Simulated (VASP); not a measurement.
# SnO (F-43m) in VASP: notebook

SnO is run at these levels: PBE; tasks: single point, relaxation of cell and atoms.

Everything below comes from runs of VASP 6.6.1. Logs are shortened: lines on timing, memory, paths and dates and some standing lists are left out, and cuts for length are marked.

**1. The cell of the first run**

It takes space group F-43m (No. 216, cubic). Conventional cell: a = 5.479 Å, b = 5.479 Å, c = 5.479 Å, α = 90.00°, β = 90.00°, γ = 90.00°. Within 3.1 Å of Sn (site symmetry -43m) lie 4 O at 2.37 Å. Within 3.1 Å of O (site symmetry -43m) lie 4 Sn at 2.37 Å.

**2. Single point, PBE**

The input, INCAR:

```
PREC = Accurate ; ENCUT = 520
EDIFF = 1E-6 ; ISMEAR = 0
SIGMA = 0.1 ; LREAL = False
LASPH = True ; NELM = 100
ALGO = Normal ; ISIF = 2
LWAVE = False ; LCHARG = False
GGA = PE ; NBANDS = 17
```

The input, KPOINTS:

```
regular mesh
0
Gamma
  18 18 18
```

The input, POSCAR:

```
SnO
1.0
    0.0000000000      2.7393247742      2.7393247742
    2.7393247742      0.0000000000      2.7393247742
    2.7393247742      2.7393247742      0.0000000000
Sn O
1 1
Direct
    0.2500000000      0.2500000000      0.2500000000
    0.0000000000      0.0000000000      0.0000000000
```

Potentials or basis: VASP PAW PBE potentials, release 64 (Sn_d, O).

The run is started by

```
cat potpaw_PBE.64/Sn_d/POTCAR potpaw_PBE.64/O/POTCAR > POTCAR
mpirun -np 1 vasp_std > vasp.out
```

OUTCAR:

```text
PREC = Accurate
   ENCUT = 520
   EDIFF = 1E-6
   ISMEAR = 0
   LREAL = False
   LASPH = True
   NELM = 100
   ISIF = 2
   GGA = PE

 ion  position               nearest neighbor table
   1  0.250  0.250  0.250-   2 2.37   2 2.37   2 2.37   2 2.37
   2  0.000  0.000  0.000-   1 2.37   1 2.37   1 2.37   1 2.37

  LATTYP: Found a face centered cubic cell.
 ALAT       =     5.4786495484

  Lattice vectors:

 A1 = (   0.0000000000,   2.7393247742,   2.7393247742)
 A2 = (   2.7393247742,   0.0000000000,   2.7393247742)
 A3 = (   2.7393247742,   2.7393247742,   0.0000000000)

Analysis of symmetry for initial positions (statically):
=====================================================================
 Subroutine PRICEL returns:
 Original cell was already a primitive cell.

 Routine SETGRP: Setting up the symmetry group for a
 face centered cubic supercell.

 Subroutine GETGRP returns: Found 24 space group operations
 (whereof 24 operations were pure point group operations)
 out of a pool of 48 trial point group operations.

The static configuration has the point symmetry T_d .

Analysis of symmetry for dynamics (positions and initial velocities):
=====================================================================
 Subroutine PRICEL returns:
 Original cell was already a primitive cell.

 Routine SETGRP: Setting up the symmetry group for a
 face centered cubic supercell.

 Subroutine GETGRP returns: Found 24 space group operations
 (whereof 24 operations were pure point group operations)
 out of a pool of 48 trial point group operations.

The dynamic configuration has the point symmetry T_d .

 Subroutine INISYM returns: Found 24 space group operations
 (whereof 24 operations are pure point group operations),
 and found     1 'primitive' translations

----------------------------------------------------------------------------------------

                                     Primitive cell

  volume of cell :      41.1112

  direct lattice vectors                    reciprocal lattice vectors
     0.000000000  2.739324774  2.739324774    -0.182526732  0.182526732  0.182526732
     2.739324774  0.000000000  2.739324774     0.182526732 -0.182526732  0.182526732
     2.739324774  2.739324774  0.000000000     0.182526732  0.182526732 -0.182526732

  length of vectors
     3.873990247  3.873990247  3.873990247     0.316145574  0.316145574  0.316145574

  position of ions in fractional coordinates (direct lattice)
     0.250000000  0.250000000  0.250000000
     0.000000000  0.000000000  0.000000000

  ion indices of the primitive-cell ions
   primitive index   ion index
                 1           1
                 2           2

----------------------------------------------------------------------------------------

 KPOINTS: regular mesh

Automatic generation of k-mesh.
 Grid dimensions read from file:
 generate k-points for:   18   18   18

 Generating k-lattice:

  Cartesian coordinates                     Fractional coordinates (reciprocal lattice)
    -0.010140374  0.010140374  0.010140374     0.055555556  0.000000000  0.000000000
     0.010140374 -0.010140374  0.010140374     0.000000000  0.055555556  0.000000000
     0.010140374  0.010140374 -0.010140374     0.000000000  0.000000000  0.055555556

  Length of vectors
     0.017563643  0.017563643  0.017563643

  Shift w.r.t. Gamma in fractional coordinates (k-lattice)
     0.000000000  0.000000000  0.000000000

 Subroutine IBZKPT returns following result:
 ===========================================

 Found    195 irreducible k-points:

 Following reciprocal coordinates:
            Coordinates               Weight
  0.000000  0.000000  0.000000      1.000000
  0.055556  0.000000  0.000000      8.000000
  0.111111  0.000000  0.000000      8.000000
  0.166667  0.000000  0.000000      8.000000
  0.222222  0.000000  0.000000      8.000000
  0.277778  0.000000  0.000000      8.000000
[... 16 lines left out ...]
 -0.277778  0.055556  0.000000     24.000000
 -0.222222  0.055556  0.000000     24.000000
 [... further k-points ...]
   k-points           NKPTS =    195   k-points in BZ     NKDIM =    195   number of bands    NBANDS=     17
   number of dos      NEDOS =    301   number of ions     NIONS =      2
   total plane-waves  NPLWV =  27000
   dimension x,y,z NGX =    30 NGY =   30 NGZ =   30
   dimension x,y,z NGXF=    60 NGYF=   60 NGZF=   60
   ions per type =               1   1
   NGX,Y,Z   is equivalent  to a cutoff of  12.87, 12.87, 12.87 a.u.
   NGXF,Y,Z  is equivalent  to a cutoff of  25.75, 25.75, 25.75 a.u.
 SYSTEM =  unknown system
   PREC   = accura    normal or accurate (medium, high low for compatibility)
   ISTART =      0    job   : 0-new  1-cont  2-samecut
   ICHARG =      2    charge: 1-file 2-atom 10-const
   ISPIN  =      1    spin polarized calculation?
   LNONCOLLINEAR =      F non collinear calculations
   LSORBIT =      F    spin-orbit coupling
   LASPH  =      T    aspherical Exc in radial PAW
   ENCUT  =  520.0 eV  38.22 Ry    6.18 a.u.   7.20  7.20  7.20*2*pi/ulx,y,z
   NELM   =    100;   NELMIN=  2; NELMDL= -5     # of ELM steps
   EDIFF  = 0.1E-05   stopping-criterion for ELM
   LREAL  =      F    real-space projection
   EDIFFG = 0.1E-04   stopping-criterion for IOM
   NSW    =      0    number of steps for IOM
   IBRION =     -1    ionic relax: 0-MD 1-quasi-New 2-CG
   NFREE  =      0    steps in history (QN), initial steepest desc. (CG)
   ISIF   =      2    stress and relaxation
   ISYM   =      2    0-nonsym 1-usesym 2-fastsym
   POTIM  = 0.5000    time-step for ionic-motion
   TEBEG  =    0.0;   TEEND  =   0.0 temperature during run
   PSTRESS=    0.0 pullay stress
   NELECT =      20.0000    total number of electrons
   NUPDOWN=      -1.0000    fix difference up-down
   EMIN   =  10.00;   EMAX   =-10.00  energy-range for DOS
   EFERMI =   0.00;   METHOD = LEGACY
   ISMEAR =     0;   SIGMA  =   0.10  broadening in eV -4-tet -1-fermi 0-gaus
   EFERMI_NEDOS =   21; number of points for ismear=-14 and -15
   IALGO  =     38    algorithm
   IMIX   =      4    mixing-type and parameters
     AMIX     =   0.40;   BMIX     =  1.00
     AMIX_MAG =   1.60;   BMIX_MAG =  1.00
  volume/ion in A,a.u.               =      20.56       138.72
  Fermi-wavevector in a.u.,A,eV,Ry     =   1.287552  2.433120 22.555590  1.657789
  Thomas-Fermi vector in A             =   2.419559
   LORBIT       =      0    0 simple, 1 ext, 2 COOP (PROOUT), +10 PAW based schemes
   GGA     = PE    functional components
   LHFCALC =     F    Hartree Fock is set to
   AEXX    =    0.0000 exact exchange contribution
   IVDW    =     0    specifies the selected vdW correction
   LEPSILON=     F    determine dielectric tensor
   LRPA    =     F    only Hartree local field effects (RPA)
 non-spin polarized calculation
 Gauss-broadening in eV      SIGMA  =   0.10
  energy-cutoff  :      520.00
  volume of cell :       41.11
 maximum number of plane-waves:      1125
 NGX is ok and might be reduce to    30
   NGX = 15   NGY = 15   NGZ = 15

 number of electron      19.9999989 magnetization

 Free energy of the ion-electron system (eV)
  ---------------------------------------------------
  ext. energy  EPLUGINS =         0.00000000
  ---------------------------------------------------
  free energy    TOTEN  =       -10.45842614 eV

  energy without entropy =      -10.45627010  energy(sigma->0) =      -10.45734812

 E-fermi :   5.6654     XC(G=0):  -9.4844

 val. band max:        5.6534139220   @ k =  -0.2778   0.4444   0.2222
 cond. band min:       5.6660503551   @ k =  -0.3333   0.5000   0.1667
 fundamental gap:      0.0126364330
 Fermi energy:         5.6653579042

 k-point     1 :       0.0000    0.0000    0.0000
  band No.  band energies     occupation
      1     -15.9871      2.00000
      2     -15.9871      2.00000
      3     -15.9871      2.00000
      4     -15.9493      2.00000
      5     -15.9493      2.00000
      6     -12.9607      2.00000
[... 9 lines left out ...]
     16      17.1053      0.00000
     17      17.1053      0.00000

 k-point     2 :       0.0556    0.0000    0.0000
  band No.  band energies     occupation
      1     -15.9904      2.00000
      2     -15.9863      2.00000
      3     -15.9863      2.00000
      4     -15.9494      2.00000
      5     -15.9494      2.00000
      6     -12.9455      2.00000
[... 9 lines left out ...]
     16      16.9350      0.00000
     17      16.9350      0.00000

 k-point     3 :       0.1111    0.0000    0.0000
  band No.  band energies     occupation
      1     -15.9995      2.00000
      2     -15.9840      2.00000
      3     -15.9840      2.00000
      4     -15.9492      2.00000
      5     -15.9492      2.00000
      6     -12.9007      2.00000
[... 9 lines left out ...]
     16      16.6198      0.00000
     17      16.6198      0.00000

 k-point     4 :       0.1667    0.0000    0.0000
  band No.  band energies     occupation
      1     -16.0134      2.00000
      2     -15.9809      2.00000
      3     -15.9809      2.00000
      4     -15.9484      2.00000
      5     -15.9484      2.00000
      6     -12.8308      2.00000
[... 9 lines left out ...]
     16      16.3546      0.00000
     17      16.9822      0.00000
[... 343 lines left out ...]
      1     -16.0699      2.00000
      2     -15.9756      2.00000
      3     -15.9752      2.00000
      4     -15.9395      2.00000
      5     -15.9356      2.00000
      6     -12.5199      2.00000
[... 9 lines left out ...]
     16      16.5199      0.00000
     17      18.6195      0.00000

 k-point    23 :      -0.2778    0.0556    0.0000
  band No.  band energies     occupation
      1     -16.0550      2.00000
      2     -15.9756      2.00000
      3     -15.9755      2.00000
      4     -15.9442      2.00000
      5     -15.9394      2.00000
      6     -12.6070      2.00000
[... 9 lines left out ...]
     16      16.5182      0.00000
     17      18.5699      0.00000

 k-point    24 :      -0.2222    0.0556    0.0000
  band No.  band energies     occupation
      1     -16.0382      2.00000
      2     -15.9770      2.00000
      3     -15.9762      2.00000
      4     -15.9479      2.00000
      5     -15.9431      2.00000
      6     -12.7014      2.00000
[... 9 lines left out ...]
     16      16.5047      0.00000
     17      18.2007      0.00000

 [... further k-points ...]
[... 5 lines left out ...]
  --------------------------------------------------------------------------------------
  -------------------------------------------------------------------------------------
  Total        0.0064569      0.0064569      0.0064569     -0.0000000     -0.0000000      0.0000000
  in kB        0.2516372      0.2516372      0.2516372     -0.0000000     -0.0000000      0.0000000
  external PRESSURE =       0.2516372 kB  Pullay stress =       0.0000000 kB

 VOLUME and BASIS-vectors are now :
 -----------------------------------------------------------------------------
  energy-cutoff  :      520.00
  volume of cell :       41.11
      direct lattice vectors                 reciprocal lattice vectors
     0.000000000  2.739324774  2.739324774    -0.182526732  0.182526732  0.182526732
     2.739324774  0.000000000  2.739324774     0.182526732 -0.182526732  0.182526732
     2.739324774  2.739324774  0.000000000     0.182526732  0.182526732 -0.182526732

 POSITION                                       TOTAL-FORCE (eV/Angst)
 -----------------------------------------------------------------------------------
      1.36966      1.36966      1.36966         0.000000      0.000000     -0.000000
      0.00000      0.00000      0.00000        -0.000000     -0.000000      0.000000
 -----------------------------------------------------------------------------------
    total drift:                                0.000000      0.000000      0.000000

  FREE ENERGIE OF THE ION-ELECTRON SYSTEM (eV)
  ---------------------------------------------------
  free  energy   TOTEN  =       -10.4584261449 eV

  energy  without entropy=      -10.4562701031  energy(sigma->0) =      -10.45734812
```

Run time: 1.8 min. Hardware: 1 thread of AMD EPYC 7R43 (Zen 3), shared host; peak memory 0.23 GiB.

Results:

| Item | Value |
| --- | --- |
| Free energy | -10.4584 eV |
| Pressure | 0.0 GPa |
| Band gap on the k mesh | zero (band 10 reaches 5.70 eV, above the bottom of band 11 at 5.52 eV) |

Levels at points of the mesh, in eV from the Fermi level:
```tsv
k point	band 6	band 7	band 8	band 9	band 10	band 11	band 12	band 13	band 14	band 15
(0.00, 0.00, 0.00)	-18.63	-6.21	-3.42	-3.42	-3.42	4.44	4.44	4.44	8.88	11.44
(0.50, 0.00, 0.00)	-18.08	-7.73	-3.83	-3.83	-2.32	1.74	4.58	4.58	8.53	10.95
(0.50, 0.50, 0.00)	-17.92	-7.57	-4.56	-4.56	-0.48	-0.15	5.17	5.17	5.52	10.10
```

Caveat: spin-orbit coupling is left out, which moves the levels of the heavy elements.

**3. Relaxation of cell and atoms, PBE**

The input, INCAR:

```
PREC = Accurate ; ENCUT = 600
EDIFF = 1E-7 ; ISMEAR = 0
SIGMA = 0.1 ; LREAL = F
LASPH = T ; NELM = 100
ALGO = Normal ; ISIF = 3
LWAVE = F ; LCHARG = F
GGA = PE ; IBRION = 2
NSW = 100 ; EDIFFG = -0.01
```

The input, KPOINTS:

```
Automatic mesh
0
Gamma
  18 18 18
```

The input, POSCAR:

```
SnO
1.0
    0.0000000000      2.7378644428      2.7378644428
    2.7378644428      0.0000000000      2.7378644428
    2.7378644428      2.7378644428      0.0000000000
Sn O
1 1
Direct
    0.2500000000      0.2500000000      0.2500000000
    0.0000000000      0.0000000000      0.0000000000
```

Potentials or basis: VASP PAW PBE potentials, release 64 (Sn_d, O).

The run is started by

```
cat potpaw_PBE.64/Sn_d/POTCAR potpaw_PBE.64/O/POTCAR > POTCAR
mpirun -np 1 vasp_std > vasp.out
```

Run time: 1.9 min. Hardware: 1 thread of AMD EPYC 7R43 (Zen 3), shared host; peak memory 0.24 GiB.

The run converged. Its results:

| Quantity | Value |
| --- | --- |
| Free energy | -10.4601 eV |
| Pressure after relaxing | 0.1 GPa |
| Band gap on the k mesh | zero (band 10 reaches 5.73 eV, above the bottom of band 11 at 5.54 eV) |

Final structure:
```xyz
2
Lattice="0.0000 2.7379 2.7379 2.7379 0.0000 2.7379 2.7379 2.7379 0.0000" Properties=species:S:1:pos:R:3 pbc="T T T"
Sn    1.3689    1.3689    1.3689
O     0.0000    0.0000    0.0000
```

Levels at points of the mesh, in eV from the Fermi level:
```csv
k point,band 7,band 8,band 9,band 10,band 11,band 12,band 13,band 14
"(0.00, 0.00, 0.00)",-6.21,-3.43,-3.43,-3.43,4.44,4.44,4.44,8.89
"(0.50, 0.00, 0.00)",-7.74,-3.84,-3.84,-2.32,1.74,4.59,4.59,8.53
"(0.50, 0.50, 0.00)",-7.58,-4.57,-4.57,-0.49,-0.14,5.17,5.17,5.52
```

Caveat: the relaxation stopped at its first step, so nothing moved; spin-orbit coupling is left out, which moves the levels of the heavy elements.

**4. Single point, PBE**

The input, INCAR:

```
SYSTEM = SnO
ALGO = Normal
EDIFF = 1E-6
ENCUT = 520
GGA = PE
ISIF = 2
ISMEAR = 0
LASPH = .True.
LCHARG = .True.
LELF = .True.
LREAL = .False.
LVHAR = .True.
LWAVE = .False.
NBANDS = 17
NELM = 100
PREC = Accurate
SIGMA = 0.1
```

The input, KPOINTS:

```
k-points
0
Gamma
  6 6 6
  0 0 0
```

POSCAR: that of step 3 with these lines changed.

```diff
@@ -8,3 +8,3 @@
 Direct
-    0.2500000000      0.2500000000      0.2500000000
+    0.7500000000      0.7500000000      0.7500000000
     0.0000000000      0.0000000000      0.0000000000
```

The run is started by

```
cat potpaw_PBE.64/Sn_d/POTCAR potpaw_PBE.64/O/POTCAR > POTCAR
mpirun -np 1 vasp_std > vasp.out
```

Wall time 12 s (1 thread of AMD EPYC 7R43 (Zen 3), shared host); peak memory 0.13 GiB.

Results (log left out):

| Quantity | Value |
| --- | --- |
| Free energy | -10.4625 eV |
| Pressure | 0.2 GPa |
| Band gap on the k mesh | zero (band 10 reaches 5.69 eV, above the bottom of band 11 at 5.55 eV) |

Levels at points of the mesh, in eV from the Fermi level:
| k point | band 7 | band 8 | band 9 | band 10 | band 11 | band 12 | band 13 | band 14 |
| --- | --- | --- | --- | --- | --- | --- | --- | --- |
| (0.00, 0.00, 0.00) | -6.27 | -3.48 | -3.48 | -3.48 | 4.39 | 4.39 | 4.39 | 8.83 |
| (0.50, 0.00, 0.00) | -7.79 | -3.89 | -3.89 | -2.37 | 1.69 | 4.53 | 4.53 | 8.47 |
| (0.50, 0.50, 0.00) | -7.63 | -4.62 | -4.62 | -0.54 | -0.19 | 5.12 | 5.12 | 5.46 |

Caveat: spin-orbit coupling is left out, which moves the levels of the heavy elements.

(Part 1 of 2 ends here.)
